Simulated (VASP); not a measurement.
# H4C19: single point with PBEsol

The system is H4C19, a slab with vacuum.

```
CELL_PARAMETERS angstrom
7.39800 0.00000 0.00000
-3.69900 6.40686 0.00000
0.00000 0.00000 12.00000
ATOMIC_POSITIONS crystal
C 0.98717 0.00830 0.06570
C 0.21628 0.12805 0.04462
C 0.99294 0.34886 0.07347
C 0.21491 0.45629 0.04757
C 0.00079 0.68171 0.04622
C 0.21581 0.78121 0.03781
C 0.32463 0.01127 0.05398
C 0.54449 0.12471 0.05928
C 0.32268 0.34084 0.04392
C 0.56022 0.45556 0.04902
C 0.32285 0.67713 0.04183
C 0.55952 0.79376 0.04400
C 0.65573 0.01359 0.04833
C 0.87808 0.12115 0.06181
C 0.66360 0.34897 0.05747
C 0.89321 0.45832 0.05606
C 0.67254 0.68503 0.05805
C 0.88768 0.78355 0.06563
C 0.53763 0.52917 0.41418
H 0.70382 0.62502 0.41718
H 0.51595 0.58269 0.33326
H 0.45463 0.35073 0.41223
H 0.48421 0.58548 0.48786
```

```
Program                : VASP 6.6.1
Task                   : single point
Functional             : PBEsol
Potentials or basis    : VASP PAW PBE potentials, release 64 (C, H)
Cutoff                 : 520 eV
k mesh                 : 2 × 2 × 1
Occupations            : fermi-dirac, width 0.05 eV
Spin                   : no spin polarisation
Dipole correction      : no
Further INCAR settings : LREAL = Auto; ALGO = Normal; EDIFF = 1e-07; NBANDS = 57
```

- Largest force: 4.351 eV/Å
- Band gap on the k mesh: 0.13 eV, direct

Forces in eV/Å, atoms in the order of the input:
```
C    1.200  1.077 -1.482
C   -0.504 -3.096  2.100
C    3.001 -1.346 -2.845
C   -0.401 -0.501  1.307
C    0.114 -2.677  0.761
C   -1.203  3.909  1.450
C    0.255  0.194 -1.375
C    0.294 -0.380 -1.028
C    2.030  2.721  0.082
C   -4.156  1.279  0.142
C    3.985 -0.588 -0.355
C   -2.037 -0.810  0.513
C    1.477 -0.273  1.251
C    0.151  0.077  0.781
C    1.776 -1.100  0.077
C   -3.432  0.938  0.498
C   -1.480 -2.343 -0.785
C   -1.071  2.918 -1.081
C   -1.170 -0.691  0.487
H    1.629 -0.322  0.444
H   -1.008 -0.050 -0.166
H    0.531  1.482  0.202
H    0.021 -0.416 -0.977
```

Levels at points of the mesh, in eV from the valence-band top:
| k point | band 36 | band 37 | band 38 | band 39 | band 40 | band 41 | band 42 | band 43 | band 44 | band 45 |
| --- | --- | --- | --- | --- | --- | --- | --- | --- | --- | --- |
| (0.00, 0.00, 0.00) | -3.96 | -3.20 | -2.39 | -0.25 | 0.00 | 0.13 | 0.51 | 3.20 | 4.32 | 4.40 |
| (0.50, 0.00, 0.00) | -2.73 | -2.56 | -2.43 | -2.28 | -2.17 | 1.86 | 2.19 | 2.38 | 2.46 | 2.86 |
| (0.00, 0.50, 0.00) | -2.73 | -2.61 | -2.36 | -2.29 | -2.12 | 1.71 | 2.27 | 2.35 | 2.53 | 2.78 |
| (0.50, 0.50, 0.00) | -2.73 | -2.59 | -2.43 | -2.27 | -2.02 | 1.38 | 2.29 | 2.41 | 2.66 | 2.75 |

It took 4.5 min on 1 thread of Intel(R) Xeon(R) Platinum 8259CL CPU @ 2.50GHz (Skylake/Cascade Lake) (shared host), peak memory 0.58 GiB.

Caveat: the k points lie up to 0.49 Å⁻¹ apart; the PAW data sets were made with another functional, which shifts forces and pressure a little.
